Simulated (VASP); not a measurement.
# BN (P6_3mc) in VASP: further runs, part 2 of 2

VASP 6.6.1. The steps go on from the part before.

## (3) Vibrations by perturbation theory, PBEsol

This run uses another cell than the first one, of 5.63 Å³/atom, 1.036 times its volume.

INCAR

```
PREC = Accurate ; ENCUT = 520
EDIFF = 1E-8 ; ISMEAR = 0
SIGMA = 0.01 ; LREAL = F
LASPH = T ; NELM = 100
ALGO = Normal ; ISIF = 2
LWAVE = F ; LCHARG = T
GGA = PS ; IBRION = 8
NSW = 1 ; LEPSILON = T
```

KPOINTS

```
regular mesh
0
Gamma
  12 12 6
```

POSCAR

```
BN
1.0
    2.5044166008      0.0000000000      0.0000000000
   -1.2522083004      2.1688883980      0.0000000000
    0.0000000000      0.0000000000      4.1442624929
B N
2 2
Direct
    0.6666666667      0.3333333333      0.9995684046
    0.3333333333      0.6666666667      0.4995684046
    0.6666666667      0.3333333333      0.6254315954
    0.3333333333      0.6666666667      0.1254315954
```

Potentials or basis: VASP PAW PBE potentials, release 64 (B, N).

Command:

```sh
$ cat potpaw_PBE.64/B/POTCAR potpaw_PBE.64/N/POTCAR > POTCAR
$ mpirun -np 1 vasp_std > vasp.out
```

OUTCAR:

```text
PREC = Accurate
   ENCUT = 520
   EDIFF = 1E-8
   ISMEAR = 0
   LREAL = F
   LASPH = T
   NELM = 100
   ISIF = 2
   GGA = PS
   IBRION = 8
   NSW = 1
   LEPSILON = T

 ion  position               nearest neighbor table
   1  0.667  0.333  1.000-   4 1.54   4 1.54   4 1.54   3 1.55
   2  0.333  0.667  0.500-   3 1.54   3 1.54   3 1.54   4 1.55
   3  0.667  0.333  0.625-   2 1.54   2 1.54   2 1.54   1 1.55
   4  0.333  0.667  0.125-   1 1.54   1 1.54   1 1.54   2 1.55

  LATTYP: Found a hexagonal cell.
 ALAT       =     2.5044166008
 C/A-ratio  =     1.6547815933

  Lattice vectors:

 A1 = (   2.5044166008,   0.0000000000,   0.0000000000)
 A2 = (  -1.2522083004,   2.1688883980,   0.0000000000)
 A3 = (   0.0000000000,   0.0000000000,   4.1442624929)

Analysis of symmetry for initial positions (statically):
=====================================================================
 Subroutine PRICEL returns:
 Original cell was already a primitive cell.

 Routine SETGRP: Setting up the symmetry group for a
 hexagonal supercell.

 Subroutine GETGRP returns: Found 12 space group operations
 (whereof  6 operations were pure point group operations)
 out of a pool of 24 trial point group operations.

[... 668 lines left out ...]
  x     0.00000     0.00000     0.00000    -7.12344    -0.00000    -4.30766
  y    -7.12344     7.12344     0.00000     0.00000    -4.43946    -0.00000
  z    -3.03794    -3.03794     3.76609    -0.00000    -0.00000     0.00000

 SECOND DERIVATIVES (NOT SYMMETRIZED)
 ------------------------------------
               1X          1Y          1Z          2X          2Y          2Z          3X          3Y          3Z          4X          4Y          4Z
  1X   -28.274530    0.000000    0.000000    0.231331    0.000000   -0.000000    4.751343    0.000000    0.000000   23.291856   -0.000000   -0.000000
  1Y     0.000000  -28.274530    0.000000    0.000000    0.231331    0.000000    0.000000    4.751343    0.000000    0.000000   23.291856    0.000000
  1Z     0.000000   -0.000000  -38.861615   -0.000000    0.000000   12.288500    0.000000    0.000000   11.293335   -0.000000    0.000000   15.279781
  2X     0.231331    0.000000    0.000000  -28.274530   -0.000000    0.000000   23.291856   -0.000000    0.000000    4.751343   -0.000000    0.000000
  2Y     0.000000    0.231331    0.000000    0.000000  -28.274530    0.000000    0.000000   23.291856    0.000000    0.000000    4.751343    0.000000
  2Z     0.000000    0.000000   12.288500    0.000000    0.000000  -38.861615    0.000000    0.000000   15.279781   -0.000000    0.000000   11.293335
  3X     4.746133    0.000000    0.000000   23.291579    0.000000    0.000000  -28.481837   -0.000000    0.000000    0.444126   -0.000000    0.000000
  3Y    -0.000000    4.746133    0.000000    0.000000   23.291579    0.000000    0.000000  -28.481837    0.000000    0.000000    0.444126    0.000000
  3Z     0.000000    0.000000   11.218990    0.000000    0.000000   15.356650    0.000000    0.000000  -41.643806    0.000000    0.000000   15.068166
  4X    23.291579    0.000000   -0.000000    4.746133    0.000000   -0.000000    0.444126    0.000000   -0.000000  -28.481837   -0.000000    0.000000
  4Y     0.000000   23.291579    0.000000    0.000000    4.746133    0.000000    0.000000    0.444126   -0.000000    0.000000  -28.481837    0.000000
  4Z     0.000000    0.000000   15.356650    0.000000   -0.000000   11.218990    0.000000    0.000000   15.068166   -0.000000    0.000000  -41.643806

 Eigenvectors and eigenvalues of the dynamical matrix
 ----------------------------------------------------

   1 f  =   34.482434 THz   216.659521 2PiTHz 1150.210182 cm-1   142.607823 meV
             X         Y         Z           dx          dy          dz
      1.252208  0.722963  4.142474    -0.000000    0.000000    0.655321
     -0.000000  1.445926  2.070343    -0.000000    0.000000   -0.655321
      1.252208  0.722963  2.591953     0.000000   -0.000000    0.265621
     -0.000000  1.445926  0.519821     0.000000   -0.000000   -0.265621
[... 71 lines left out ...]
  12 f/i=    0.001626 THz     0.010219 2PiTHz    0.054252 cm-1     0.006726 meV
             X         Y         Z           dx          dy          dz
      1.252208  0.722963  4.142474    -0.463494    0.054839   -0.000000
     -0.000000  1.445926  2.070343    -0.463494    0.054839   -0.000000
      1.252208  0.722963  2.591953    -0.527513    0.062414   -0.000000
     -0.000000  1.445926  0.519821    -0.527513    0.062414   -0.000000

--------------------------------------------------------------------------------------------------------

 MACROSCOPIC STATIC DIELECTRIC TENSOR IONIC CONTRIBUTION
 ------------------------------------------------------
           1.886369    -0.000000    -0.000000
          -0.000000     1.886369     0.000000
          -0.000000     0.000000     2.205817
 ------------------------------------------------------

 ELASTIC MODULI CONTR FROM IONIC RELAXATION (kBar)
 Direction    XX          YY          ZZ          XY          YZ          ZX
 --------------------------------------------------------------------------------
 XX        -299.8012    200.2143     61.8234     -0.0000     -0.0000      0.0000
 YY         200.2143   -299.8012     61.8234      0.0000      0.0000     -0.0000
 ZZ          61.8234     61.8234    -76.7598     -0.0000      0.0000     -0.0000
 XY          -0.0000      0.0000     -0.0000   -250.0078      0.0000      0.0000
 YZ          -0.0000      0.0000      0.0000      0.0000    -99.6676      0.0000
 ZX           0.0000     -0.0000     -0.0000      0.0000      0.0000    -89.6372
 --------------------------------------------------------------------------------

 PIEZOELECTRIC TENSOR IONIC CONTR  for field in x, y, z        (C/m^2)
          XX          YY          ZZ          XY          YZ          ZX
  --------------------------------------------------------------------------------
  x    -0.00000     0.00000     0.00000    -0.00000    -0.00000     0.38693
  y     0.00000    -0.00000    -0.00000    -0.00000     0.40800    -0.00000
  z     0.31185     0.31185    -0.38719    -0.00000     0.00000    -0.00000
```

stdout:

```text
POSCAR found type information on POSCAR B N
 POSCAR found :  2 types and       4 ions
 scaLAPACK will be used
 -----------------------------------------------------------------------------
|                                                                             |
|                                                                             |
[... 47 lines left out ...]
 first order change of Fermi-energy  -0.12537E-04
 force on displaced ion       3 direction 1 : -28.482   0.000  -0.000
 Born effective charge ion    3 direction 1 :  -1.814   0.000   0.000
 Linear response progress:
 first order change of Fermi-energy   0.11622E+02
 force on displaced ion       3 direction 3 :   0.000  -0.000 -41.644
 Born effective charge ion    3 direction 3 :   0.000   0.000  -1.910
 Born effective charges drift removed
 Linear response finished
```

It took 5.3 min on 1 thread of AMD EPYC 9R45 (Zen 5), shared host; peak memory 0.36 GiB.

What came out:

- Electronic dielectric tensor (diagonal): 4.55, 4.55, 4.71
- Born charges (mean of the diagonal): B +1.85; N -1.85 e
- Highest phonon frequency at Γ, LO-TO splitting left out: 1150 cm⁻¹

Phonon frequencies in cm⁻¹ (negative: imaginary):
```tsv
q point	frequencies
(0.000, 0.000, 0.000)	0 0 0 471 471 1028 1028 1032 1088 1118 1118 1150
```

Electronic dielectric tensor:
```
4.55 0.00 0.00
0.00 4.55 0.00
0.00 0.00 4.71
```

Born effective charge tensors (e):
atom 1, B
```
1.81 0.00 0.00
0.00 1.81 0.00
0.00 0.00 1.91
```
atom 2, B
```
1.81 0.00 0.00
0.00 1.81 0.00
0.00 0.00 1.91
```
atom 3, N
```
-1.81  0.00  0.00
 0.00 -1.81  0.00
 0.00  0.00 -1.91
```
atom 4, N
```
-1.81  0.00  0.00
 0.00 -1.81  0.00
 0.00  0.00 -1.91
```

Caveat: the cell wasn't relaxed at this level first, which shifts response properties; the PAW data sets were made with another functional, which shifts forces and pressure a little.

## (4) Vibrations by perturbation theory, PBEsol

This run uses another cell than the first one, of 5.77 Å³/atom, 1.063 times its volume.

INCAR

```
ALGO = Normal ; EDIFF = 1E-8
ENCUT = 520 ; GGA = PS
IBRION = 8 ; ISIF = 2
ISMEAR = 0 ; LASPH = T
LCHARG = F ; LEPSILON = T
LREAL = F ; LWAVE = F
NBANDS = 16 ; NELM = 80
NSW = 1 ; PREC = Accurate
SIGMA = 0.01
```

KPOINTS

```
k-points
0
Gamma
  12 12 6
```

POSCAR

```
BN
1.0
    2.5260461541      0.0000000000      0.0000000000
   -1.2630230770      2.1876201405      0.0000000000
    0.0000000000      0.0000000000      4.1791181387
B N
2 2
Direct
    0.6666666667      0.3333333333      0.9996631404
    0.3333333333      0.6666666667      0.4996631404
    0.6666666667      0.3333333333      0.6253368596
    0.3333333333      0.6666666667      0.1253368596
```

Potentials or basis: VASP PAW PBE potentials, release 64 (B, N).

Command:

```sh
$ cat potpaw_PBE.64/B/POTCAR potpaw_PBE.64/N/POTCAR > POTCAR
$ mpirun -np 1 vasp_std > vasp.out
```

OUTCAR:

```text
EDIFF = 1E-8
   ENCUT = 520
   GGA = PS
   IBRION = 8
   ISIF = 2
   ISMEAR = 0
   LASPH = T
   LEPSILON = T
   LREAL = F
   NELM = 80
   NSW = 1
   PREC = Accurate

 ion  position               nearest neighbor table
   1  0.667  0.333  1.000-   4 1.55   4 1.55   4 1.55   3 1.56
   2  0.333  0.667  0.500-   3 1.55   3 1.55   3 1.55   4 1.56
   3  0.667  0.333  0.625-   2 1.55   2 1.55   2 1.55   1 1.56
   4  0.333  0.667  0.125-   1 1.55   1 1.55   1 1.55   2 1.56

  LATTYP: Found a hexagonal cell.
 ALAT       =     2.5260461541
 C/A-ratio  =     1.6544108396

  Lattice vectors:

 A1 = (   2.5260461541,   0.0000000000,   0.0000000000)
 A2 = (  -1.2630230770,   2.1876201405,   0.0000000000)
 A3 = (   0.0000000000,   0.0000000000,   4.1791181387)

Analysis of symmetry for initial positions (statically):
[... 791 lines left out ...]
  4X    21.684122    0.000000    0.000000    4.734428    0.000000    0.000000    0.429326    0.000000    0.000000  -26.847876   -0.000000   -0.000000
  4Y     0.000000   21.684122   -0.000000    0.000000    4.734428   -0.000000    0.000000    0.429326    0.000000   -0.000000  -26.847876    0.000000
  4Z    -0.000000    0.000000   14.960880   -0.000000    0.000000    9.941623    0.000000    0.000000   14.460371   -0.000000    0.000000  -39.362874

 Eigenvectors and eigenvalues of the dynamical matrix
 ----------------------------------------------------

   1 f  =   33.896109 THz   212.975536 2PiTHz 1130.652502 cm-1   140.182981 meV
             X         Y         Z           dx          dy          dz
      1.263023  0.729207  4.177710     0.000000    0.000000   -0.639775
     -0.000000  1.458413  2.088151     0.000000    0.000000    0.639775
      1.263023  0.729207  2.613357    -0.000000   -0.000000   -0.301145
     -0.000000  1.458413  0.523798    -0.000000   -0.000000    0.301145
[... 71 lines left out ...]
  12 f/i=    0.001082 THz     0.006801 2PiTHz    0.036105 cm-1     0.004476 meV
             X         Y         Z           dx          dy          dz
      1.263023  0.729207  4.177710     0.000000   -0.000000    0.466735
     -0.000000  1.458413  2.088151     0.000000   -0.000000    0.466735
      1.263023  0.729207  2.613357     0.000000   -0.000000    0.531186
     -0.000000  1.458413  0.523798     0.000000   -0.000000    0.531186

--------------------------------------------------------------------------------------------------------

 MACROSCOPIC STATIC DIELECTRIC TENSOR IONIC CONTRIBUTION
 ------------------------------------------------------
           1.978015     0.000000    -0.000000
           0.000000     1.978015     0.000000
          -0.000000     0.000000     2.326715
 ------------------------------------------------------

 ELASTIC MODULI CONTR FROM IONIC RELAXATION (kBar)
 Direction    XX          YY          ZZ          XY          YZ          ZX
 --------------------------------------------------------------------------------
 XX        -210.7599    153.2109     28.5274     -0.0000      0.0000     -0.0000
 YY         153.2109   -210.7599     28.5274     -0.0000      0.0000      0.0000
 ZZ          28.5274     28.5274    -28.2825      0.0000      0.0000     -0.0000
 XY          -0.0000     -0.0000      0.0000   -181.9854      0.0000     -0.0000
 YZ          -0.0000      0.0000      0.0000      0.0000    -68.8024     -0.0000
 ZX          -0.0000      0.0000     -0.0000     -0.0000     -0.0000    -60.2236
 --------------------------------------------------------------------------------

 PIEZOELECTRIC TENSOR IONIC CONTR  for field in x, y, z        (C/m^2)
          XX          YY          ZZ          XY          YZ          ZX
  --------------------------------------------------------------------------------
  x     0.00000    -0.00000     0.00000     0.00000     0.00000     0.32477
  y     0.00000     0.00000    -0.00000    -0.00000     0.34713     0.00000
  z     0.24347     0.24347    -0.24138     0.00000     0.00000    -0.00000
```

OSZICAR:

```text
N       E                     dE             d eps       ncg     rms          rms(c)
DAV:   1     0.354950139012E+02    0.35495E+02   -0.83398E+03  2432   0.976E+02
DAV:   2    -0.364454913309E+02   -0.71941E+02   -0.67032E+02  3512   0.230E+02
[... 161 lines left out ...]
RMM:   5    -0.258828149611E+00   -0.38429E-03    0.18735E-05  5057   0.316E-02    0.122E-02
RMM:   6    -0.258909313836E+00   -0.81164E-04   -0.38455E-06  5327   0.767E-03    0.276E-03
RMM:   7    -0.258898732271E+00    0.10582E-04   -0.21455E-06  5203   0.250E-03    0.317E-04
RMM:   8    -0.258898323928E+00    0.40834E-06   -0.30336E-07  5540   0.345E-04    0.171E-04
RMM:   9    -0.258898050609E+00    0.27332E-06    0.63575E-08  5529   0.125E-04    0.124E-05
RMM:  10    -0.258898059490E+00   -0.88804E-08   -0.54636E-08  5768   0.160E-05    0.569E-06
 Linear response finished
```

Run time: 5.7 min. Hardware: 1 thread of AMD EPYC 9R45 (Zen 5), shared host; peak memory 0.4 GiB.

Results:

```
Electronic dielectric tensor (diagonal)                 : 4.57, 4.57, 4.73
Born charges (mean of the diagonal)                     : B +1.86; N -1.86 e
Highest phonon frequency at Γ, LO-TO splitting left out : 1131 cm⁻¹
```

Phonon frequencies in cm⁻¹ (negative: imaginary):
```tsv
q point	frequencies
(0.000, 0.000, 0.000)	0 0 0 470 470 992 992 997 1054 1085 1085 1131
```

Electronic dielectric tensor:
```
4.57 0.00 0.00
0.00 4.57 0.00
0.00 0.00 4.73
```

Born effective charge tensors (e):
atom 1, B
```
1.83 0.00 0.00
0.00 1.83 0.00
0.00 0.00 1.92
```
atom 2, B
```
1.83 0.00 0.00
0.00 1.83 0.00
0.00 0.00 1.92
```
atom 3, N
```
-1.83  0.00  0.00
 0.00 -1.83  0.00
 0.00  0.00 -1.92
```
atom 4, N
```
-1.83  0.00  0.00
 0.00 -1.83  0.00
 0.00  0.00 -1.92
```

Caveat: the cell wasn't relaxed at this level first, which shifts response properties; the PAW data sets were made with another functional, which shifts forces and pressure a little.

## (5) Elastic constants, PBEsol

INCAR

```
ALGO = Normal
EDIFF = 1E-8
ENCUT = 600
GGA = PS
IBRION = 6
ISIF = 3
ISMEAR = 0
LASPH = T
LCHARG = F
LREAL = F
LWAVE = F
NELM = 80
NFREE = 2
NSW = 1
POTIM = 0.015
PREC = Accurate
SIGMA = 0.01
```

KPOINTS is that of step 4.

POSCAR

```
BN
1.0
    2.4746362855      0.0000000000      0.0000000000
   -1.2373181427      2.1430978883      0.0000000000
    0.0000000000      0.0000000000      4.0964963808
B N
2 2
Direct
    0.6666666667      0.3333333333      0.9994351503
    0.3333333333      0.6666666667      0.4994351503
    0.6666666667      0.3333333333      0.6255648497
    0.3333333333      0.6666666667      0.1255648497
```

Command:

```sh
$ cat potpaw_PBE.64/B/POTCAR potpaw_PBE.64/N/POTCAR > POTCAR
$ mpirun -np 1 vasp_std > vasp.out
```

Wall time 7.5 min (1 thread of AMD EPYC 9R45 (Zen 5), shared host); peak memory 0.32 GiB.

It converged, with:

```yaml
Voigt_bulk_modulus: 476 GPa
Highest_phonon_frequency_at_Γ_LO-TO_splitting_left_out: 1180 cm⁻¹
```

Phonon frequencies in cm⁻¹ (negative: imaginary):
```csv
q point,frequencies
"(0.000, 0.000, 0.000)",0 0 0 474 474 1079 1080 1080 1138 1165 1165 1180
```

Elastic tensor in Voigt notation (GPa, in the Cartesian axes of the cell as first typed):
```
1123  203   89    0    0    0
 203 1123   89    0    0    0
  89   89 1279    0    0    0
   0    0    0  367    0    0
   0    0    0    0  367    0
   0    0    0    0    0  460
```

Clamped-ion elastic tensor (GPa):
```
1168  175   76    0    0    0
 175 1168   76    0    0    0
  76   76 1297    0    0    0
   0    0    0  382    0    0
   0    0    0    0  382    0
   0    0    0    0    0  497
```

Caveat: the cell is under stress, which shifts elastic constants; the PAW data sets were made with another functional, which shifts forces and pressure a little.
